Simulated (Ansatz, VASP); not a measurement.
# Two plane-wave programs on Zn4SO3

```
CELL_PARAMETERS angstrom
0.00000 0.00000 -5.44131
3.39636 5.88267 0.00000
3.39636 -5.88267 0.00000
ATOMIC_POSITIONS crystal
Zn 0.50000 0.16667 0.33333
Zn 0.50000 0.16667 0.83333
Zn 0.50000 0.66667 0.33333
Zn 0.50000 0.66667 0.83333
Zn 0.00000 0.33333 0.66667
Zn 0.00000 0.33333 0.16667
Zn 0.00000 0.83333 0.66667
Zn 0.00000 0.83333 0.16667
S 0.62099 0.33333 0.66667
S 0.12099 0.16667 0.33333
O 0.62099 0.33333 0.16667
O 0.62099 0.83333 0.66667
O 0.62099 0.83333 0.16667
O 0.12099 0.16667 0.83333
O 0.12099 0.66667 0.33333
O 0.12099 0.66667 0.83333
```

Alike in both runs: task single point; functional PBEsol; k mesh 4 × 3 × 3; occupations gaussian, width 0.1 eV; no spin polarisation.

|  | VASP | Ansatz |
| --- | --- | --- |
| version | VASP 6.6.1 | Ansatz 0.2.0 |
| potentials or method | VASP PAW PBE potentials, release 64 (Zn, S, O), cutoff 520 eV | scalar-relativistic, plane waves, PAW |
| valence electrons in the cell | 144 | 144 |

VASP gave:

| Property | Result |
| --- | --- |
| gap on the k mesh at the Fermi level (eV) | 1.10 |
| least direct gap on the mesh (eV) | 1.10 |
| pressure (GPa) | 2.5 |
| rms of the force components (eV/Å) | 1.212 |

**Question.** Which values does Ansatz return?

**Answer.** gap on the k mesh at the Fermi level (eV): 1.10; least direct gap on the mesh (eV): 1.10; pressure (GPa): 2.0; rms of the force components (eV/Å): 1.209.

VASP's potentials were made for PBE, not for PBEsol. The functional is the same, so the differences come from potentials, cutoffs and numerics.
